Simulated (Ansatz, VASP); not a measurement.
## Two plane-wave programs on Au

```
Au
1.0
     0.00000    1.96368    2.04550
     1.96368    0.00000    2.04550
     1.96368    1.96368    0.00000
Au
1
Direct
  0.00000 0.00000 0.00000
```

Change from the starting cell: strain -0.040 along x and y, +0.000 along z, atoms carried along.

Alike in both runs: task single point; functional PBEsol; k mesh 20 × 20 × 20; occupations gaussian, width 0.15 eV; no spin polarisation.

|  | VASP | Ansatz |
| --- | --- | --- |
| version | VASP 6.6.1 | Ansatz 0.2.0 |
| potentials or method | VASP PAW PBE potentials, release 64 (Au), cutoff 520 eV | scalar-relativistic, plane waves, PAW |
| valence electrons in the cell | 11 | 19 |

Ansatz gave:

```
gap on the k mesh at the Fermi level (eV)                     : none
pressure (GPa)                                                : 16.5
traceless stress, the component that is largest in VASP (GPa) : -1.28
```

Question: Estimate VASP's values.

Answer: gap on the k mesh at the Fermi level (eV): none; pressure (GPa): 16.2; traceless stress, the component that is largest in VASP (GPa): -1.28.

VASP's potentials were made for PBE, not for PBEsol. A gap of «none» marks a metal or a gap that the smearing closes. The functional is the same, so the differences come from potentials, cutoffs and numerics. VASP's potentials hold 11 valence electrons a cell and Ansatz's 19, so a difference there can come from the potentials and not from the codes.

Spin-orbit coupling is off throughout.
